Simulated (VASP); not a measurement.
# ZrB (Fm-3m) in VASP: a series of runs

The runs below take ZrB through single point, with LDA.

All numbers are computed with VASP 6.6.1; they aren't measurements. Logs are shortened: lines on timing, memory, paths and dates and some standing lists are left out, and cuts for length are marked.

## 1. The cell of the first run

Symmetry: Fm-3m, No. 225, cubic system. The conventional cell has a = 4.650 Å, b = 4.650 Å, c = 4.650 Å, α = 90.00°, β = 90.00°, γ = 90.00°. Zr (site symmetry m-3m) has 6 B at 2.33 Å within 3.1 Å. Within 3.1 Å of B (site symmetry m-3m) lie 6 Zr at 2.33 Å.

## 2. Single point, LDA

File INCAR:

```
ALGO     = Normal         # electronic algorithm
EDIFF    = 1E-7           # SCF threshold, eV
ENCUT    = 520            # plane-wave cutoff, eV
ISIF     = 2              # what is computed and relaxed
ISMEAR   = 0              # smearing method
LASPH    = True           # aspherical terms in the spheres
LCHARG   = True           # write CHGCAR
LELF     = True           # ELF
LREAL    = False          # projectors in reciprocal space
LVHAR    = True         
LWAVE    = False          # write WAVECAR
NBANDS   = 14             # bands
NELM     = 60             # most SCF steps
PREC     = Accurate       # precision mode
SIGMA    = 0.15           # smearing width, eV
```

File KPOINTS:

```
k-points
0
Gamma
  18 18 18
```

File POSCAR:

```
ZrB
1.0
    0.0000000000      2.3250000000      2.3250000000
    2.3250000000      0.0000000000      2.3250000000
    2.3250000000      2.3250000000      0.0000000000
Zr B
1 1
Direct
    0.0000000000      0.0000000000      0.0000000000
    0.5000000000      0.5000000000      0.5000000000
```

Potentials or basis: VASP PAW LDA potentials, release 64 (Zr_sv, B).

The run is started by

```bash
> cat potpaw_LDA.64/Zr_sv/POTCAR potpaw_LDA.64/B/POTCAR > POTCAR
> mpirun -np 1 vasp_std > vasp.out
```

OUTCAR:

```text
EDIFF = 1E-7
   ENCUT = 520
   ISIF = 2
   ISMEAR = 0
   LASPH = True
   LREAL = False
   NELM = 60
   PREC = Accurate

 ion  position               nearest neighbor table
   1  0.000  0.000  0.000-   2 2.33   2 2.33   2 2.33   2 2.33   2 2.33   2 2.33
   2  0.500  0.500  0.500-   1 2.33   1 2.33   1 2.33   1 2.33   1 2.33   1 2.33

  LATTYP: Found a face centered cubic cell.
 ALAT       =     4.6500000000

  Lattice vectors:

 A1 = (   0.0000000000,   2.3250000000,   2.3250000000)
 A2 = (   2.3250000000,   0.0000000000,   2.3250000000)
 A3 = (   2.3250000000,   2.3250000000,   0.0000000000)

Analysis of symmetry for initial positions (statically):
=====================================================================
 Subroutine PRICEL returns:
 Original cell was already a primitive cell.

 Routine SETGRP: Setting up the symmetry group for a
 face centered cubic supercell.

 Subroutine GETGRP returns: Found 48 space group operations
 (whereof 48 operations were pure point group operations)
 out of a pool of 48 trial point group operations.

The static configuration has the point symmetry O_h .

Analysis of symmetry for dynamics (positions and initial velocities):
=====================================================================
 Subroutine PRICEL returns:
 Original cell was already a primitive cell.

 Routine SETGRP: Setting up the symmetry group for a
 face centered cubic supercell.

 Subroutine GETGRP returns: Found 48 space group operations
 (whereof 48 operations were pure point group operations)
 out of a pool of 48 trial point group operations.

The dynamic configuration has the point symmetry O_h .

 Subroutine INISYM returns: Found 48 space group operations
 (whereof 48 operations are pure point group operations),
 and found     1 'primitive' translations

----------------------------------------------------------------------------------------

                                     Primitive cell

  volume of cell :      25.1362

  direct lattice vectors                    reciprocal lattice vectors
     0.000000000  2.325000000  2.325000000    -0.215053763  0.215053763  0.215053763
     2.325000000  0.000000000  2.325000000     0.215053763 -0.215053763  0.215053763
     2.325000000  2.325000000  0.000000000     0.215053763  0.215053763 -0.215053763

  length of vectors
     3.288046533  3.288046533  3.288046533     0.372484045  0.372484045  0.372484045

  position of ions in fractional coordinates (direct lattice)
     0.000000000  0.000000000  0.000000000
     0.500000000  0.500000000  0.500000000

  ion indices of the primitive-cell ions
   primitive index   ion index
[... 87 lines left out ...]
   EMIN   =  10.00;   EMAX   =-10.00  energy-range for DOS
   EFERMI =   0.00;   METHOD = LEGACY
   ISMEAR =     0;   SIGMA  =   0.15  broadening in eV -4-tet -1-fermi 0-gaus
   EFERMI_NEDOS =   21; number of points for ismear=-14 and -15
   IALGO  =     38    algorithm
   IMIX   =      4    mixing-type and parameters
     AMIX     =   0.40;   BMIX     =  1.00
     AMIX_MAG =   1.60;   BMIX_MAG =  1.00
  volume/ion in A,a.u.               =      12.57        84.81
  Fermi-wavevector in a.u.,A,eV,Ry     =   1.378285  2.604581 25.846565  1.899669
  Thomas-Fermi vector in A             =   2.503360
   LORBIT       =      0    0 simple, 1 ext, 2 COOP (PROOUT), +10 PAW based schemes
   GGA     = CA    functional components
   LHFCALC =     F    Hartree Fock is set to
   AEXX    =    0.0000 exact exchange contribution
   IVDW    =     0    specifies the selected vdW correction
   LEPSILON=     F    determine dielectric tensor
   LRPA    =     F    only Hartree local field effects (RPA)
 non-spin polarized calculation
 Gauss-broadening in eV      SIGMA  =   0.15
  energy-cutoff  :      520.00
  volume of cell :       25.14
 maximum number of plane-waves:       700
   NGX = 13   NGY = 13   NGZ = 13

 number of electron      15.0000000 magnetization

 Free energy of the ion-electron system (eV)
  ---------------------------------------------------
  ext. energy  EPLUGINS =         0.00000000
  ---------------------------------------------------
  free energy    TOTEN  =       -17.29783216 eV

  energy without entropy =      -17.28539625  energy(sigma->0) =      -17.29161420

 E-fermi :   8.9055     XC(G=0): -12.3894

 val. band max:        8.9052580907   @ k =  -0.3889   0.3889   0.1111
 cond. band min:       8.9210262730   @ k =  -0.2222   0.0556   0.0000
 fundamental gap:      0.0157681823
 Fermi energy:         8.9055386812

 k-point     1 :       0.0000    0.0000    0.0000
  band No.  band energies     occupation
      1     -37.5937      2.00000
      2     -15.4798      2.00000
      3     -15.4798      2.00000
      4     -15.4798      2.00000
      5       0.7058      2.00000
      6      10.7895      0.00000
      7      10.7895      0.00000
      8      10.7895      0.00000
      9      12.6042      0.00000
     10      12.6042      0.00000
     11      12.7224      0.00000
     12      12.7224      0.00000
     13      12.7224      0.00000
     14      20.0992      0.00000
[... 377 lines left out ...]
      1     -37.5336      2.00000
      2     -15.9572      2.00000
      3     -15.5609      2.00000
      4     -15.5119      2.00000
      5       2.1916      2.00000
      6       8.1129      2.00000
      7       8.7118      1.93229
      8       8.9210      0.88391
      9      12.0365      0.00000
     10      12.7733      0.00000
     11      13.9719      0.00000
     12      17.1797      0.00000
     13      18.5587      0.00000
     14      22.0838      0.00000

 [... further k-points ...]

------------------------ aborting loop because EDIFF is reached ----------------------------------------

  FORCE on cell =-STRESS in cart. coord.  units (eV):
  Direction    XX          YY          ZZ          XY          YZ          ZX
  --------------------------------------------------------------------------------------
  -------------------------------------------------------------------------------------
  Total        4.0411686      4.0411686      4.0411686      0.0000000     -0.0000000      0.0000000
  in kB      257.5838803    257.5838803    257.5838803      0.0000000     -0.0000000      0.0000000
  external PRESSURE =     257.5838803 kB  Pullay stress =       0.0000000 kB

 VOLUME and BASIS-vectors are now :
 -----------------------------------------------------------------------------
  energy-cutoff  :      520.00
  volume of cell :       25.14
      direct lattice vectors                 reciprocal lattice vectors
     0.000000000  2.325000000  2.325000000    -0.215053763  0.215053763  0.215053763
     2.325000000  0.000000000  2.325000000     0.215053763 -0.215053763  0.215053763
     2.325000000  2.325000000  0.000000000     0.215053763  0.215053763 -0.215053763

 POSITION                                       TOTAL-FORCE (eV/Angst)
 -----------------------------------------------------------------------------------
      0.00000      0.00000      0.00000         0.000000      0.000000      0.000000
      2.32500      2.32500      2.32500        -0.000000     -0.000000     -0.000000
 -----------------------------------------------------------------------------------
    total drift:                                0.000000     -0.000000     -0.000000

  FREE ENERGIE OF THE ION-ELECTRON SYSTEM (eV)
  ---------------------------------------------------
  free  energy   TOTEN  =       -17.2978321636 eV

  energy  without entropy=      -17.2853962459  energy(sigma->0) =      -17.29161420
```

OSZICAR:

```text
N       E                     dE             d eps       ncg     rms          rms(c)
DAV:   1     0.955952918296E+02    0.95595E+02   -0.78703E+03  5468   0.104E+03
DAV:   2    -0.152186228237E+02   -0.11081E+03   -0.10484E+03  6654   0.287E+02
DAV:   3    -0.190233589037E+02   -0.38047E+01   -0.37660E+01  8082   0.454E+01
DAV:   4    -0.190958489989E+02   -0.72490E-01   -0.72466E-01  6466   0.582E+00
DAV:   5    -0.190979544116E+02   -0.21054E-02   -0.21054E-02  8202   0.635E-01    0.234E+01
DAV:   6    -0.173153687839E+02    0.17826E+01   -0.25802E+00  6472   0.143E+01    0.878E+00
DAV:   7    -0.172979849704E+02    0.17384E-01   -0.26902E-01  7916   0.363E+00    0.388E+00
DAV:   8    -0.172985226055E+02   -0.53764E-03   -0.32071E-02  6716   0.150E+00    0.558E-01
DAV:   9    -0.172977826127E+02    0.73999E-03   -0.27663E-03  6324   0.361E-01    0.166E-01
DAV:  10    -0.172978344973E+02   -0.51885E-04   -0.28394E-04  6348   0.192E-01    0.358E-02
DAV:  11    -0.172978327713E+02    0.17260E-05   -0.10556E-05  6938   0.298E-02    0.459E-03
DAV:  12    -0.172978321802E+02    0.59110E-06   -0.39530E-07  6576   0.694E-03    0.985E-04
DAV:  13    -0.172978321636E+02    0.16587E-07   -0.31051E-08  3654   0.185E-03
   1 F= -.17297832E+02 E0= -.17291614E+02  d E =-.124359E-01
```

stdout:

```text
POSCAR found type information on POSCAR ZrB
 POSCAR found :  2 types and       2 ions
 scaLAPACK will be used
 LDA part: xc-table for (Slater(with rela. corr.)+CA(PZ))
 , standard interpolation
 POSCAR, INCAR and KPOINTS ok, starting setup
 FFT: planning ... GRIDC
 FFT: planning ... GRID_SOFT
 FFT: planning ... GRID
 WAVECAR not read
 entering main loop
```

Wall time 63 s (1 thread of AMD EPYC 7R43 (Zen 3), shared host); peak memory 0.14 GiB.

What came out:

| Property | Result |
| --- | --- |
| Free energy | -17.2978 eV |
| Pressure | 25.8 GPa |
| Band gap on the k mesh | zero (an odd number of electrons rules out a gap without spin polarisation) |

Levels at points of the mesh, in eV from the Fermi level:
```tsv
k point	band 6	band 7	band 8	band 9	band 10	band 11
(0.00, 0.00, 0.00)	1.88	1.88	1.88	3.70	3.70	3.82
(0.50, 0.00, 0.00)	-3.42	-1.41	-1.41	5.73	5.73	7.32
(0.50, 0.50, 0.00)	-1.14	-0.23	2.57	2.57	5.48	6.89
```

Caveat: the cell stands under pressure.

## 3. Single point, LDA

File INCAR:

```
SYSTEM = ZrB
PREC = Accurate ; ENCUT = 520
EDIFF = 1E-6 ; ISMEAR = 0
SIGMA = 0.15 ; LREAL = .False.
LASPH = .True. ; NELM = 100
ALGO = Normal ; ISIF = 2
LWAVE = .False. ; LCHARG = .False.
NBANDS = 14
```

File KPOINTS:

```
Automatic mesh
0
Gamma
  20 20 20
  0 0 0
```

POSCAR is that of step 2.

Potentials or basis: VASP PAW LDA potentials, release 64 (Zr_sv, B).

The run is started by

```bash
> cat potpaw_LDA.64/Zr_sv/POTCAR potpaw_LDA.64/B/POTCAR > POTCAR
> mpirun -np 1 vasp_std > vasp.out
```

OUTCAR:

```text
SYSTEM = ZrB
   PREC = Accurate
   ENCUT = 520
   EDIFF = 1E-6
   ISMEAR = 0
   LREAL = .False.
   LASPH = .True.
   NELM = 100
   ISIF = 2

 ion  position               nearest neighbor table
   1  0.000  0.000  0.000-   2 2.33   2 2.33   2 2.33   2 2.33   2 2.33   2 2.33
   2  0.500  0.500  0.500-   1 2.33   1 2.33   1 2.33   1 2.33   1 2.33   1 2.33

  LATTYP: Found a face centered cubic cell.
 ALAT       =     4.6500000000

  Lattice vectors:

 A1 = (   0.0000000000,   2.3250000000,   2.3250000000)
 A2 = (   2.3250000000,   0.0000000000,   2.3250000000)
 A3 = (   2.3250000000,   2.3250000000,   0.0000000000)

Analysis of symmetry for initial positions (statically):
=====================================================================
 Subroutine PRICEL returns:
 Original cell was already a primitive cell.

 Routine SETGRP: Setting up the symmetry group for a
 face centered cubic supercell.

 Subroutine GETGRP returns: Found 48 space group operations
 (whereof 48 operations were pure point group operations)
 out of a pool of 48 trial point group operations.

The static configuration has the point symmetry O_h .

Analysis of symmetry for dynamics (positions and initial velocities):
=====================================================================
 Subroutine PRICEL returns:
 Original cell was already a primitive cell.

 Routine SETGRP: Setting up the symmetry group for a
 face centered cubic supercell.

 Subroutine GETGRP returns: Found 48 space group operations
 (whereof 48 operations were pure point group operations)
 out of a pool of 48 trial point group operations.

The dynamic configuration has the point symmetry O_h .

 Subroutine INISYM returns: Found 48 space group operations
 (whereof 48 operations are pure point group operations),
 and found     1 'primitive' translations

----------------------------------------------------------------------------------------

                                     Primitive cell

  volume of cell :      25.1362

  direct lattice vectors                    reciprocal lattice vectors
     0.000000000  2.325000000  2.325000000    -0.215053763  0.215053763  0.215053763
[... 121 lines left out ...]
 maximum number of plane-waves:       700
   NGX = 13   NGY = 13   NGZ = 13

 number of electron      15.0000000 magnetization

 Free energy of the ion-electron system (eV)
  ---------------------------------------------------
  ext. energy  EPLUGINS =         0.00000000
  ---------------------------------------------------
  free energy    TOTEN  =       -17.29830552 eV

  energy without entropy =      -17.28739439  energy(sigma->0) =      -17.29284995

 E-fermi :   8.9149     XC(G=0): -12.3896

 val. band max:        8.9028229637   @ k =   0.5000   0.2500   0.0000
 cond. band min:       8.9210486614   @ k =  -0.4500   0.3000   0.0500
 fundamental gap:      0.0182256977
 Fermi energy:         8.9148513693

 k-point     1 :       0.0000    0.0000    0.0000
  band No.  band energies     occupation
      1     -37.5939      2.00000
      2     -15.4799      2.00000
      3     -15.4799      2.00000
      4     -15.4799      2.00000
      5       0.7052      2.00000
      6      10.7896      0.00000
      7      10.7896      0.00000
      8      10.7896      0.00000
      9      12.6039      0.00000
     10      12.6039      0.00000
     11      12.7210      0.00000
     12      12.7210      0.00000
     13      12.7210      0.00000
     14      20.0998      0.00000
[... 377 lines left out ...]
      1     -37.4895      2.00000
      2     -16.2926      2.00000
      3     -15.5887      2.00000
      4     -15.5520      2.00000
      5       3.5731      2.00000
      6       6.5784      2.00000
      7       7.8050      2.00000
      8       7.9797      2.00000
      9      13.4772      0.00000
     10      13.9165      0.00000
     11      14.9302      0.00000
     12      19.6364      0.00000
     13      19.9709      0.00000
     14      21.1837      0.00000

 [... further k-points ...]

------------------------ aborting loop because EDIFF is reached ----------------------------------------

  FORCE on cell =-STRESS in cart. coord.  units (eV):
  Direction    XX          YY          ZZ          XY          YZ          ZX
  --------------------------------------------------------------------------------------
  -------------------------------------------------------------------------------------
  Total        4.0404024      4.0404024      4.0404024      0.0000000      0.0000000      0.0000000
  in kB      257.5350446    257.5350446    257.5350446      0.0000000      0.0000000      0.0000000
  external PRESSURE =     257.5350446 kB  Pullay stress =       0.0000000 kB

 VOLUME and BASIS-vectors are now :
 -----------------------------------------------------------------------------
  energy-cutoff  :      520.00
  volume of cell :       25.14
      direct lattice vectors                 reciprocal lattice vectors
     0.000000000  2.325000000  2.325000000    -0.215053763  0.215053763  0.215053763
     2.325000000  0.000000000  2.325000000     0.215053763 -0.215053763  0.215053763
     2.325000000  2.325000000  0.000000000     0.215053763  0.215053763 -0.215053763

 POSITION                                       TOTAL-FORCE (eV/Angst)
 -----------------------------------------------------------------------------------
      0.00000      0.00000      0.00000         0.000000      0.000000      0.000000
      2.32500      2.32500      2.32500        -0.000000     -0.000000     -0.000000
 -----------------------------------------------------------------------------------
    total drift:                                0.000000     -0.000000     -0.000000

  FREE ENERGIE OF THE ION-ELECTRON SYSTEM (eV)
  ---------------------------------------------------
  free  energy   TOTEN  =       -17.2983055191 eV

  energy  without entropy=      -17.2873943864  energy(sigma->0) =      -17.29284995
```

OSZICAR:

```text
N       E                     dE             d eps       ncg     rms          rms(c)
DAV:   1     0.959648027170E+02    0.95965E+02   -0.78851E+03  7168   0.104E+03
DAV:   2    -0.151514706292E+02   -0.11112E+03   -0.10516E+03  8698   0.287E+02
DAV:   3    -0.190032485346E+02   -0.38518E+01   -0.38064E+01 10582   0.455E+01
DAV:   4    -0.190952052119E+02   -0.91957E-01   -0.91908E-01  8548   0.629E+00
DAV:   5    -0.190976367156E+02   -0.24315E-02   -0.24314E-02 10614   0.702E-01    0.234E+01
DAV:   6    -0.173155896404E+02    0.17820E+01   -0.25877E+00  8418   0.143E+01    0.879E+00
DAV:   7    -0.172983688929E+02    0.17221E-01   -0.26846E-01 10450   0.362E+00    0.388E+00
DAV:   8    -0.172988964929E+02   -0.52760E-03   -0.31879E-02  8856   0.149E+00    0.541E-01
DAV:   9    -0.172982548224E+02    0.64167E-03   -0.25805E-03  8338   0.338E-01    0.168E-01
DAV:  10    -0.172983077213E+02   -0.52899E-04   -0.28171E-04  8200   0.192E-01    0.337E-02
DAV:  11    -0.172983061057E+02    0.16155E-05   -0.10408E-05  9252   0.305E-02    0.467E-03
DAV:  12    -0.172983055191E+02    0.58664E-06   -0.34169E-07  4990   0.674E-03
   1 F= -.17298306E+02 E0= -.17292850E+02  d E =-.109111E-01
```

Wall time 82 s (1 thread of AMD EPYC 7R43 (Zen 3), shared host); peak memory 0.17 GiB.

What came out:

```
Free energy            : -17.2983 eV
Pressure               : 25.8 GPa
Band gap on the k mesh : zero (an odd number of electrons rules out a gap without spin polarisation)
```

Caveat: the cell stands under pressure.
